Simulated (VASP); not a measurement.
# Al (P6_3/mmc) in VASP: a series of runs

Al is run at these levels: PBE, LDA, PBEsol; tasks: single point.

Program: VASP 6.6.1. These are calculated values, not measurements. Logs are shortened: lines on timing, memory, paths and dates and some standing lists are left out, and cuts for length are marked.

## (1) The cell of the first run

Symmetry: P6_3/mmc, No. 194, hexagonal system. The conventional cell has a = 2.831 Å, b = 2.831 Å, c = 4.899 Å, α = 90.00°, β = 90.00°, γ = 120.00°. Al (site symmetry -6m2) has 12 Al at 2.83 to 2.94 Å within 3.7 Å.

## (2) Single point, PBE (volume scaled by 1.02)

Contents of INCAR:

```
SYSTEM = Al
PREC     = Accurate       ! precision mode
ENCUT    = 520            ! plane-wave cutoff, eV
EDIFF    = 1E-6           ! SCF threshold, eV
ISMEAR   = -1             ! smearing method
SIGMA    = 0.05           ! smearing width, eV
LREAL    = .False.        ! projectors in reciprocal space
LASPH    = .True.         ! aspherical terms in the spheres
NELM     = 80             ! most SCF steps
ALGO     = Fast           ! electronic algorithm
ISIF     = 2              ! what is computed and relaxed
LWAVE    = .False.        ! write WAVECAR
LCHARG   = .True.         ! write CHGCAR
GGA      = PE             ! functional
LELF     = .True.         ! ELF
LVHAR    = .True.       
NBANDS   = 10             ! bands
```

Contents of KPOINTS:

```
Automatic mesh
0
Gamma
  11 11 6
  0 0 0
```

Contents of POSCAR:

```
Al
1.0
    2.8310814264      0.0000000000      0.0000000000
   -1.4155407132      2.4517884355      0.0000000000
    0.0000000000      0.0000000000      4.8990817340
Al
2
Direct
    0.3333333333      0.6666666667      0.2500000000
    0.6666666667      0.3333333333      0.7500000000
```

Potentials or basis: VASP PAW PBE potentials, release 64 (Al).

Started as:

```
cat potpaw_PBE.64/Al/POTCAR > POTCAR
mpirun -np 1 vasp_std > vasp.out
```

OUTCAR:

```text
SYSTEM = Al
   PREC = Accurate
   ENCUT = 520
   EDIFF = 1E-6
   ISMEAR = -1
   LREAL = .False.
   LASPH = .True.
   NELM = 80
   ISIF = 2
   GGA = PE

 ion  position               nearest neighbor table
   1  0.333  0.667  0.250-   2 2.94   2 2.94   2 2.94   2 2.94   2 2.94   2 2.94
   2  0.667  0.333  0.750-   1 2.94   1 2.94   1 2.94   1 2.94   1 2.94   1 2.94

  LATTYP: Found a hexagonal cell.
 ALAT       =     2.8310814264
 C/A-ratio  =     1.7304630267

  Lattice vectors:

 A1 = (   2.8310814264,   0.0000000000,   0.0000000000)
 A2 = (  -1.4155407132,   2.4517884355,   0.0000000000)
 A3 = (   0.0000000000,   0.0000000000,   4.8990817340)

Analysis of symmetry for initial positions (statically):
=====================================================================
 Subroutine PRICEL returns:
 Original cell was already a primitive cell.

 Routine SETGRP: Setting up the symmetry group for a
 hexagonal supercell.

 Subroutine GETGRP returns: Found 24 space group operations
 (whereof 12 operations were pure point group operations)
 out of a pool of 24 trial point group operations.

The static configuration has the point symmetry D_3d.
 The point group associated with its full space group is D_6h.

Analysis of symmetry for dynamics (positions and initial velocities):
=====================================================================
 Subroutine PRICEL returns:
 Original cell was already a primitive cell.

 Routine SETGRP: Setting up the symmetry group for a
 hexagonal supercell.

 Subroutine GETGRP returns: Found 24 space group operations
 (whereof 12 operations were pure point group operations)
 out of a pool of 24 trial point group operations.

The dynamic configuration has the point symmetry D_3d.
 The point group associated with its full space group is D_6h.

 Subroutine INISYM returns: Found 24 space group operations
 (whereof 12 operations are pure point group operations),
 and found     1 'primitive' translations

----------------------------------------------------------------------------------------

                                     Primitive cell

  volume of cell :      34.0056

  direct lattice vectors                    reciprocal lattice vectors
     2.831081426  0.000000000  0.000000000     0.353221914  0.203932767  0.000000000
    -1.415540713  2.451788436  0.000000000     0.000000000  0.407865534  0.000000000
     0.000000000  0.000000000  4.899081734     0.000000000  0.000000000  0.204119885

  length of vectors
     2.831081426  2.831081426  4.899081734     0.407865534  0.407865534  0.204119885

  position of ions in fractional coordinates (direct lattice)
     0.333333333  0.666666667  0.250000000
     0.666666667  0.333333333  0.750000000

  ion indices of the primitive-cell ions
   primitive index   ion index
                 1           1
                 2           2

----------------------------------------------------------------------------------------

 KPOINTS: Automatic mesh

Automatic generation of k-mesh.
 Grid dimensions read from file:
 generate k-points for:   11   11    6

 Generating k-lattice:

  Cartesian coordinates                     Fractional coordinates (reciprocal lattice)
     0.032111083  0.018539342  0.000000000     0.090909091  0.000000000  0.000000000
     0.000000000  0.037078685  0.000000000     0.000000000  0.090909091  0.000000000
     0.000000000  0.000000000  0.034019981     0.000000000  0.000000000  0.166666667

  Length of vectors
     0.037078685  0.037078685  0.034019981

  Shift w.r.t. Gamma in fractional coordinates (k-lattice)
     0.000000000  0.000000000  0.000000000

 Subroutine IBZKPT returns following result:
 ===========================================

 Found     64 irreducible k-points:

 Following reciprocal coordinates:
            Coordinates               Weight
  0.000000  0.000000  0.000000      1.000000
  0.090909  0.000000  0.000000      6.000000
  0.181818 -0.000000  0.000000      6.000000
  0.272727  0.000000  0.000000      6.000000
  0.363636  0.000000  0.000000      6.000000
  0.454545  0.000000  0.000000      6.000000
[... 16 lines left out ...]
  0.090909  0.090909  0.166667     12.000000
  0.181818  0.090909  0.166667     24.000000
 [... further k-points ...]
   k-points           NKPTS =     64   k-points in BZ     NKDIM =     64   number of bands    NBANDS=     10
   number of dos      NEDOS =    301   number of ions     NIONS =      2
   total plane-waves  NPLWV =  20736
   dimension x,y,z NGX =    24 NGY =   24 NGZ =   36
   dimension x,y,z NGXF=    48 NGYF=   48 NGZF=   72
   ions per type =               2
   NGX,Y,Z   is equivalent  to a cutoff of  14.09, 14.09, 12.22 a.u.
   NGXF,Y,Z  is equivalent  to a cutoff of  28.19, 28.19, 24.43 a.u.
 SYSTEM =  Al
   PREC   = accura    normal or accurate (medium, high low for compatibility)
   ISTART =      0    job   : 0-new  1-cont  2-samecut
   ICHARG =      2    charge: 1-file 2-atom 10-const
   ISPIN  =      1    spin polarized calculation?
   LNONCOLLINEAR =      F non collinear calculations
   LSORBIT =      F    spin-orbit coupling
   LASPH  =      T    aspherical Exc in radial PAW
   ENCUT  =  520.0 eV  38.22 Ry    6.18 a.u.   5.26  5.26  9.11*2*pi/ulx,y,z
   NELM   =     80;   NELMIN=  2; NELMDL= -5     # of ELM steps
   EDIFF  = 0.1E-05   stopping-criterion for ELM
   LREAL  =      F    real-space projection
   EDIFFG = 0.1E-04   stopping-criterion for IOM
   NSW    =      0    number of steps for IOM
   IBRION =     -1    ionic relax: 0-MD 1-quasi-New 2-CG
   NFREE  =      0    steps in history (QN), initial steepest desc. (CG)
   ISIF   =      2    stress and relaxation
   ISYM   =      2    0-nonsym 1-usesym 2-fastsym
   POTIM  = 0.5000    time-step for ionic-motion
   TEBEG  =    0.0;   TEEND  =   0.0 temperature during run
   PSTRESS=    0.0 pullay stress
   NELECT =       6.0000    total number of electrons
   NUPDOWN=      -1.0000    fix difference up-down
   EMIN   =  10.00;   EMAX   =-10.00  energy-range for DOS
   EFERMI =   0.00;   METHOD = LEGACY
   ISMEAR =    -1;   SIGMA  =   0.05  broadening in eV -4-tet -1-fermi 0-gaus
   EFERMI_NEDOS =   21; number of points for ismear=-14 and -15
   IALGO  =     68    algorithm
   IMIX   =      4    mixing-type and parameters
     AMIX     =   0.40;   BMIX     =  1.00
     AMIX_MAG =   1.60;   BMIX_MAG =  1.00
  volume/ion in A,a.u.               =      17.00       114.74
  Fermi-wavevector in a.u.,A,eV,Ry     =   0.918210  1.735165 11.471196  0.843109
  Thomas-Fermi vector in A             =   2.043266
   LORBIT       =      0    0 simple, 1 ext, 2 COOP (PROOUT), +10 PAW based schemes
   GGA     = PE    functional components
   LHFCALC =     F    Hartree Fock is set to
   AEXX    =    0.0000 exact exchange contribution
   IVDW    =     0    specifies the selected vdW correction
   LEPSILON=     F    determine dielectric tensor
   LRPA    =     F    only Hartree local field effects (RPA)
 non-spin polarized calculation
 RMM-DIIS sequential band-by-band and
  energy-cutoff  :      520.00
  volume of cell :       34.01
 maximum number of plane-waves:       928
 NGX is ok and might be reduce to    24
   NGX = 11   NGY = 11   NGZ = 19

 number of electron       6.0000000 magnetization

 Free energy of the ion-electron system (eV)
  ---------------------------------------------------
  ext. energy  EPLUGINS =         0.00000000
  ---------------------------------------------------
  free energy    TOTEN  =        -7.43318050 eV

  energy without entropy =       -7.42841457  energy(sigma->0) =       -7.43079753

 E-fermi :   7.7095     XC(G=0): -10.0881

 val. band max:        7.6512570915   @ k =   0.4545   0.0000   0.0000
 cond. band min:       7.8492394149   @ k =   0.3636   0.0909   0.3333
 fundamental gap:      0.1979823233
 Fermi energy:         7.7095450009

 k-point     1 :       0.0000    0.0000    0.0000
  band No.  band energies     occupation
      1      -3.2432      2.00000
      2       2.6548      2.00000
      3       2.9461      2.00000
      4      18.7545      0.00000
      5      18.9479      0.00000
      6      18.9479      0.00000
      7      19.2289      0.00000
      8      19.2289      0.00000
      9      19.8549      0.00000
     10      22.2033      0.00000

 k-point     2 :       0.0909    0.0000    0.0000
  band No.  band energies     occupation
      1      -3.0398      2.00000
      2       2.8544      2.00000
      3       3.1364      2.00000
      4      15.9353      0.00000
      5      17.3415      0.00000
      6      18.3178      0.00000
      7      19.6844      0.00000
      8      19.9349      0.00000
      9      21.1473      0.00000
     10      21.3175      0.00000

 k-point     3 :       0.1818   -0.0000    0.0000
  band No.  band energies     occupation
      1      -2.4314      2.00000
      2       3.4482      2.00000
      3       3.7072      2.00000
      4      12.5395      0.00000
      5      15.9530      0.00000
      6      16.9208      0.00000
      7      18.0037      0.00000
      8      18.2574      0.00000
      9      20.6417      0.00000
     10      20.6820      0.00000

 k-point     4 :       0.2727    0.0000    0.0000
  band No.  band energies     occupation
      1      -1.4232      2.00000
      2       4.4143      2.00000
      3       4.6581      2.00000
      4       9.3901      0.00000
      5      14.5485      0.00000
      6      14.9133      0.00000
      7      15.1609      0.00000
      8      16.6110      0.00000
      9      19.7683      0.00000
     10      20.7108      0.00000
[... 222 lines left out ...]
 k-point    22 :       0.4545    0.0000    0.1667
  band No.  band energies     occupation
      1       1.9155      2.00000
      2       4.0165      2.00000
      3       5.9313      2.00000
      4       7.9279      0.02505
      5       9.8277      0.00000
      6      11.7890      0.00000
      7      14.0227      0.00000
      8      15.5382      0.00000
      9      17.5329      0.00000
     10      19.2874      0.00000

 k-point    23 :       0.0909    0.0909    0.1667
  band No.  band energies     occupation
      1      -2.4635      2.00000
      2       1.5662      2.00000
      3       5.5043      2.00000
      4      14.3744      0.00000
      5      14.5399      0.00000
      6      16.7767      0.00000
      7      18.1544      0.00000
      8      18.2119      0.00000
      9      20.5859      0.00000
     10      20.9042      0.00000

 k-point    24 :       0.1818    0.0909    0.1667
  band No.  band energies     occupation
      1      -1.6561      2.00000
      2       2.3510      2.00000
      3       6.2549      2.00000
      4      11.2089      0.00000
      5      13.1624      0.00000
      6      15.0066      0.00000
      7      16.8216      0.00000
      8      17.4334      0.00000
      9      18.7974      0.00000
     10      20.0240      0.00000

 [... further k-points ...]
[... 5 lines left out ...]
  --------------------------------------------------------------------------------------
  -------------------------------------------------------------------------------------
  Total        0.0102262      0.0102262     -0.8577775      0.0000000      0.0000000      0.0000000
  in kB        0.4818108      0.4818108    -40.4143147      0.0000000      0.0000000      0.0000000
  external PRESSURE =     -13.1502310 kB  Pullay stress =       0.0000000 kB

 VOLUME and BASIS-vectors are now :
 -----------------------------------------------------------------------------
  energy-cutoff  :      520.00
  volume of cell :       34.01
      direct lattice vectors                 reciprocal lattice vectors
     2.831081426  0.000000000  0.000000000     0.353221914  0.203932767  0.000000000
    -1.415540713  2.451788436  0.000000000     0.000000000  0.407865534  0.000000000
     0.000000000  0.000000000  4.899081734     0.000000000  0.000000000  0.204119885

 POSITION                                       TOTAL-FORCE (eV/Angst)
 -----------------------------------------------------------------------------------
     -0.00000      1.63453      1.22477        -0.000000      0.000000      0.000000
      1.41554      0.81726      3.67431         0.000000      0.000000      0.000000
 -----------------------------------------------------------------------------------
    total drift:                                0.000000     -0.000000     -0.000000

  FREE ENERGIE OF THE ION-ELECTRON SYSTEM (eV)
  ---------------------------------------------------
  free  energy   TOTEN  =        -7.4331804979 eV

  energy  without entropy=       -7.4284145652  energy(sigma->0) =       -7.43079753
```

Wall time 16 s (1 thread of Intel Xeon Platinum 8259CL at 2.50GHz (Skylake/Cascade Lake), shared host); peak memory 0.15 GiB.

What came out:

- Free energy: -7.4332 eV
- Pressure: -1.3 GPa
- Band gap on the k mesh: zero (band 3 reaches 11.12 eV, above the bottom of band 4 at 4.77 eV)

Caveat: the cell differs from its parent crystal (volume scaled by 1.02).

## (3) Single point, LDA

This run uses another cell than the first one, of 16.67 Å³/atom, 0.980 times its volume.

Contents of INCAR:

```
SYSTEM = Al
PREC = Accurate
ENCUT = 520
EDIFF = 1E-7
ISMEAR = -1
SIGMA = 0.05
LREAL = .FALSE.
LASPH = .TRUE.
NELM = 100
ALGO = Normal
ISIF = 2
LWAVE = .FALSE.
LCHARG = .FALSE.
GGA = CA
NBANDS = 10
```

Contents of KPOINTS:

```
regular mesh
0
G
  11 11 6
  0 0 0
```

Contents of POSCAR:

```
Al
1.0
    2.8124553515      0.0000000000      0.0000000000
   -1.4062276757      2.4356577814      0.0000000000
    0.0000000000      0.0000000000      4.8668500000
Al
2
Direct
    0.3333333333      0.6666666667      0.2500000000
    0.6666666667      0.3333333333      0.7500000000
```

Potentials or basis: VASP PAW LDA potentials, release 64 (Al).

Started as:

```
cat potpaw_LDA.64/Al/POTCAR > POTCAR
mpirun -np 1 vasp_std > vasp.out
```

OUTCAR:

```text
SYSTEM = Al
   PREC = Accurate
   ENCUT = 520
   EDIFF = 1E-7
   ISMEAR = -1
   LREAL = .FALSE.
   LASPH = .TRUE.
   NELM = 100
   ISIF = 2
   GGA = CA

 ion  position               nearest neighbor table
   1  0.333  0.667  0.250-   2 2.93   2 2.93   2 2.93   2 2.93   2 2.93   2 2.93
   2  0.667  0.333  0.750-   1 2.93   1 2.93   1 2.93   1 2.93   1 2.93   1 2.93

  LATTYP: Found a hexagonal cell.
 ALAT       =     2.8124553515
 C/A-ratio  =     1.7304630267

  Lattice vectors:
[... 491 lines left out ...]
      3       6.2376      2.00000
      4      11.2281      0.00000
      5      13.1948      0.00000
      6      15.0481      0.00000
      7      16.8739      0.00000
      8      17.4702      0.00000
      9      18.8753      0.00000
     10      20.0924      0.00000

 [... further k-points ...]
[... 5 lines left out ...]
  --------------------------------------------------------------------------------------
  -------------------------------------------------------------------------------------
  Total       -0.3406320     -0.3406320     -1.1684043     -0.0000000      0.0000000      0.0000000
  in kB      -16.3699059    -16.3699059    -56.1505309     -0.0000000      0.0000000      0.0000000
  external PRESSURE =     -29.6301142 kB  Pullay stress =       0.0000000 kB

 VOLUME and BASIS-vectors are now :
 -----------------------------------------------------------------------------
  energy-cutoff  :      520.00
  volume of cell :       33.34
      direct lattice vectors                 reciprocal lattice vectors
     2.812455352  0.000000000  0.000000000     0.355561200  0.205283355  0.000000000
    -1.406227676  2.435657781  0.000000000     0.000000000  0.410566709  0.000000000
     0.000000000  0.000000000  4.866850000     0.000000000  0.000000000  0.205471712

 POSITION                                       TOTAL-FORCE (eV/Angst)
 -----------------------------------------------------------------------------------
     -0.00000      1.62377      1.21671        -0.000000      0.000000      0.000000
      1.40623      0.81189      3.65014         0.000000     -0.000000      0.000000
 -----------------------------------------------------------------------------------
    total drift:                                0.000000     -0.000000     -0.000000

  FREE ENERGIE OF THE ION-ELECTRON SYSTEM (eV)
  ---------------------------------------------------
  free  energy   TOTEN  =        -8.3106836268 eV

  energy  without entropy=       -8.3059532845  energy(sigma->0) =       -8.30831846
```

OSZICAR:

```text
N       E                     dE             d eps       ncg     rms          rms(c)
DAV:   1    -0.931522352644E+00   -0.93152E+00   -0.22787E+03  1280   0.468E+02
DAV:   2    -0.821148653622E+01   -0.72800E+01   -0.68578E+01  1686   0.546E+01
DAV:   3    -0.836936949335E+01   -0.15788E+00   -0.15737E+00  1722   0.613E+00
DAV:   4    -0.837019053899E+01   -0.82105E-03   -0.82096E-03  1528   0.433E-01
DAV:   5    -0.837019418426E+01   -0.36453E-05   -0.36450E-05  1578   0.317E-02    0.188E+00
DAV:   6    -0.833387435668E+01    0.36320E-01   -0.54824E-03  1434   0.333E-01    0.105E+00
DAV:   7    -0.831085781688E+01    0.23017E-01   -0.12536E-02  1398   0.493E-01    0.185E-01
DAV:   8    -0.831068407770E+01    0.17374E-03   -0.15591E-04  1804   0.685E-02    0.122E-02
DAV:   9    -0.831068367911E+01    0.39858E-06   -0.73802E-07  1508   0.514E-03    0.204E-03
DAV:  10    -0.831068362676E+01    0.52348E-07   -0.39632E-08  1200   0.977E-04
   1 F= -.83106836E+01 E0= -.83083185E+01  d E =-.473034E-02
```

stdout:

```text
POSCAR found type information on POSCAR Al
 POSCAR found :  1 types and       2 ions
 scaLAPACK will be used
 LDA part: xc-table for (Slater(with rela. corr.)+CA(PZ))
 , standard interpolation
 POSCAR, INCAR and KPOINTS ok, starting setup
 FFT: planning ... GRIDC
 FFT: planning ... GRID_SOFT
 FFT: planning ... GRID
 WAVECAR not read
 entering main loop
```

Wall time 9.3 s (1 thread of Intel Xeon Platinum 8124M at 3.00GHz (Skylake/Cascade Lake), shared host); peak memory 0.14 GiB.

Results:

```yaml
Free_energy: -8.3107 eV
Pressure: -3.0 GPa
Band_gap_on_the_k_mesh: zero (band 3 reaches 11.14 eV, above the bottom of band 4 at 4.74 eV)
```

(Continued in part 2 of 2.)
